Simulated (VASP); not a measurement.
Wanted: the native input for a VASP 6.6.1 run.

```
Task                   : single point
Functional             : r2SCAN
Potentials or basis    : VASP PAW PBE potentials, release 64 (Ti_sv, Al)
Cutoff                 : 520 eV
k mesh                 : 11 × 11 × 6
Occupations            : fermi-dirac, width 0.05 eV
Spin                   : no spin polarisation
Dipole correction      : no
Further INCAR settings : ALGO = Normal; EDIFF = 1e-06; NBANDS = 14
```

The system is TiAl.

```xyz
2
Lattice="2.9050 0.0000 0.0000 -1.4525 2.5158 0.0000 0.0000 0.0000 4.7396" Properties=species:S:1:pos:R:3 pbc="T T T"
Ti    0.0000    0.0000    0.0000
Al    0.0000    1.6772    2.3698
```

One way to write it, as run:

POSCAR

```
TiAl
1.0
    2.9049936943      0.0000000000      0.0000000000
   -1.4524968471      2.5157983370      0.0000000000
    0.0000000000      0.0000000000      4.7396437833
Ti Al
1 1
Direct
    0.0000000000      0.0000000000      0.0000000000
    0.3333333333      0.6666666667      0.5000000000
```

INCAR.step1

```
PREC     = Accurate       # precision mode
ENCUT    = 520            # plane-wave cutoff, eV
ISMEAR   = -1             # smearing method
SIGMA    = 0.05           # smearing width, eV
LREAL    = F              # projectors in reciprocal space
LASPH    = T              # aspherical terms in the spheres
NELM     = 100            # most SCF steps
NBANDS   = 14             # bands
GGA      = PE             # functional
ALGO     = Normal         # electronic algorithm
EDIFF    = 1E-4           # SCF threshold, eV
LWAVE    = T              # write WAVECAR
LCHARG   = F              # write CHGCAR
```

INCAR.step2

```
PREC     = Accurate       # precision mode
ENCUT    = 520            # plane-wave cutoff, eV
EDIFF    = 1E-6           # SCF threshold, eV
ISMEAR   = -1             # smearing method
SIGMA    = 0.05           # smearing width, eV
LREAL    = F              # projectors in reciprocal space
LASPH    = T              # aspherical terms in the spheres
NELM     = 100            # most SCF steps
ALGO     = Normal         # electronic algorithm
ISIF     = 2              # what is computed and relaxed
LWAVE    = F              # write WAVECAR
LCHARG   = F              # write CHGCAR
METAGGA  = R2SCAN         # meta-GGA
LMIXTAU  = T            
NBANDS   = 14             # bands
ISTART   = 1
```

KPOINTS

```
Automatic mesh
0
Gamma
  11 11 6
```

Potentials or basis: VASP PAW PBE potentials, release 64 (Ti_sv, Al).

Command:

```bash
$ cat potpaw_PBE.64/Ti_sv/POTCAR potpaw_PBE.64/Al/POTCAR > POTCAR
$ cp INCAR.step1 INCAR
$ mpirun -np 1 vasp_std > vasp.out
$ cp INCAR.step2 INCAR
$ mpirun -np 1 vasp_std > vasp.out
```

Results of the run:

```yaml
Pressure: -5.0 GPa
```

Caveat: the PAW data sets were made with another functional, which shifts forces and pressure a little.

Run time: 95 s on 1 thread of Intel Xeon 6975P-C (shared host), peak memory 0.18 GiB.
